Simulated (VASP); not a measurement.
A run of VASP 6.6.1 is set up as follows.

INCAR

```
SYSTEM = ScPt
PREC     = Accurate       ! precision mode
ENCUT    = 520            ! plane-wave cutoff, eV
EDIFF    = 1E-6           ! SCF threshold, eV
ISMEAR   = -1             ! smearing method
SIGMA    = 0.05           ! smearing width, eV
LREAL    = .False.        ! projectors in reciprocal space
LASPH    = .True.         ! aspherical terms in the spheres
NELM     = 60             ! most SCF steps
ALGO     = Normal         ! electronic algorithm
ISIF     = 2              ! what is computed and relaxed
LWAVE    = .False.        ! write WAVECAR
LCHARG   = .True.         ! write CHGCAR
GGA      = CA             ! functional
LELF     = .True.         ! ELF
LVHAR    = .True.       
NBANDS   = 18             ! bands
```

Contents of KPOINTS:

```
Automatic mesh
0
Gamma
  10 10 10
  0 0 0
```

The input POSCAR:

```
ScPt
1.0
    3.2258053932      0.0000000000      0.0000000000
    0.0000000000      3.2258053932      0.0000000000
    0.0000000000      0.0000000000      3.2258053932
Sc Pt
1 1
Direct
    0.5000000000      0.5000000000      0.5000000000
    0.0000000000      0.0000000000      0.0000000000
```

Potentials or basis: VASP PAW LDA potentials, release 64 (Sc_sv, Pt).

The run is started by

```sh
$ cat potpaw_LDA.64/Sc_sv/POTCAR potpaw_LDA.64/Pt/POTCAR > POTCAR
$ mpirun -np 1 vasp_std > vasp.out
```

**Question.** What does it give for the pressure?

**Answer.** 1.4 GPa.
